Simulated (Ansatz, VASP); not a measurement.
**One calculation of SrTlW, two programs**

File INCAR:

```
SYSTEM = SrTlW
ALGO = Fast
EDIFF = 1E-6
ENCUT = 520
GGA = PE
ISIF = 2
ISMEAR = 0
LASPH = .TRUE.
LCHARG = .TRUE.
LELF = .TRUE.
LREAL = .FALSE.
LVHAR = .TRUE.
LWAVE = .FALSE.
NBANDS = 26
NELM = 80
PREC = Accurate
SIGMA = 0.1
```

The input KPOINTS:

```
k-points
0
G
  4 4 4
  0 0 0
```

The input POSCAR:

```
SrTlW
1.0
    4.1195546800      0.0000000000      0.0000000000
    0.0000000000      4.1195546800      0.0000000000
    0.0000000000      0.0000000000      5.5967385700
Sr Tl W
1 1 1
Direct
    0.0000000000      0.0000000000      0.0000000000
    0.5000000000      0.5000000000      0.5000000000
    0.5000000000      0.5000000000      0.0000000000
```

Input for Ansatz:

```yaml
crystal:
  lattice:
    - [4.11955468, 0.0, 0.0]
    - [0.0, 4.11955468, 0.0]
    - [0.0, 0.0, 5.59673857]
  atoms:
    - { symbol: Sr, position: [0.0, 0.0, 0.0] }
    - { symbol: Tl, position: [0.5, 0.5, 0.5] }
    - { symbol: W, position: [0.5, 0.5, 0.0] }
basis:
  ecutwfc: 420
kpoints:
  mp_grid: { grid: [4, 4, 4] }
hamiltonian:
  xc: pbe
scf:
  occupations: { method: gaussian, width: 0.1 }
  lower_state_search: "off"
output:
  forces: true
  stress: true
  eigenvalues: true
```

Alike in both runs: task single point; functional PBE; k mesh 4 × 4 × 4; occupations gaussian, width 0.1 eV; no spin polarisation.

```csv
,VASP,Ansatz
version,VASP 6.6.1,Ansatz 0.2.0
potentials or method,"VASP PAW PBE potentials, release 64 (Sr_sv, Tl_d, W_sv), cutoff 520 eV","scalar-relativistic, plane waves, PAW"
valence electrons in the cell,37,37
```

Ansatz gave:

| Property | Result |
| --- | --- |
| gap on the k mesh at the Fermi level (eV) | none |
| pressure (GPa) | 2.0 |
| traceless stress, the component that is largest in VASP (GPa) | -4.01 |

Which values does VASP return?

gap on the k mesh at the Fermi level (eV): none; pressure (GPa): 2.1; traceless stress, the component that is largest in VASP (GPa): -4.14.

A gap of «none» marks a metal or a gap that the smearing closes.

The k mesh is coarse, so the values compare programs but aren't converged. Neither program's run includes spin-orbit coupling.
